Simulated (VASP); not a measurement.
# Tl2GeF4: single point with r2SCAN+rVV10

The system is Tl2GeF4.

```
Tl Ge F
1.0
     6.76114    0.00000    0.00000
     0.00000    6.76114    0.00000
     0.00000    0.00000    3.23137
Tl Ge F
2 1 4
Cartesian
  0.0000 3.3806 0.0000
  3.3806 0.0000 0.0000
  0.0000 0.0000 0.0000
  1.3139 5.4472 2.0724
  5.4472 5.4472 1.1590
  1.3139 1.3139 1.1590
  5.4472 1.3139 2.0724
```

```
Program             : VASP 6.6.1
Task                : single point
Functional          : r2SCAN
Dispersion          : rVV10
Potentials or basis : VASP PAW PBE potentials, release 64 (Tl_d, Ge_d, F)
Cutoff              : 520 eV
k mesh              : 4 × 4 × 8
Occupations         : fermi-dirac, width 0.03 eV
Spin                : no spin polarisation
```

- Pressure: -0.1 GPa
- Largest force: 0.017 eV/Å
- Band gap on the k mesh: 2.15 eV

Forces on the atoms (eV/Å):
```
Tl   0.000  0.000  0.000
Tl   0.000  0.000  0.000
Ge   0.000  0.000  0.000
F    0.006 -0.006 -0.015
F   -0.006 -0.006  0.015
F    0.006  0.006  0.015
F   -0.006  0.006 -0.015
```

Levels at points of the mesh, in eV from the valence-band top:
```csv
k point,band 30,band 31,band 32,band 33,band 34,band 35,band 36,band 37,band 38,band 39
"(0.00, 0.00, 0.00)",-2.61,-2.45,-2.34,-1.04,-0.09,3.01,3.01,5.57,5.57,6.30
"(0.50, 0.00, 0.00)",-2.59,-2.37,-2.28,-1.38,-0.16,3.54,3.91,4.50,5.88,6.28
"(0.50, 0.50, 0.00)",-2.75,-2.48,-1.31,-1.31,-0.54,3.20,5.31,5.34,5.34,5.54
"(0.00, 0.00, 0.50)",-2.65,-2.65,-0.66,-0.62,0.00,2.15,3.46,4.48,5.28,5.28
"(0.50, 0.00, 0.50)",-2.74,-2.67,-0.84,-0.64,-0.06,2.75,2.79,4.39,5.40,6.06
"(0.50, 0.50, 0.50)",-2.75,-2.74,-0.94,-0.94,-0.12,2.96,2.96,4.12,5.69,6.29
```

It took 8.7 min on 1 thread of Intel(R) Xeon(R) Platinum 8375C CPU @ 2.90GHz (Ice Lake), on a shared host, peak memory 0.58 GiB.

Caveat: the PAW data sets were made with another functional, which shifts forces and pressure a little; spin-orbit coupling is left out, which moves the levels of the heavy elements. A k mesh can miss the band edges.
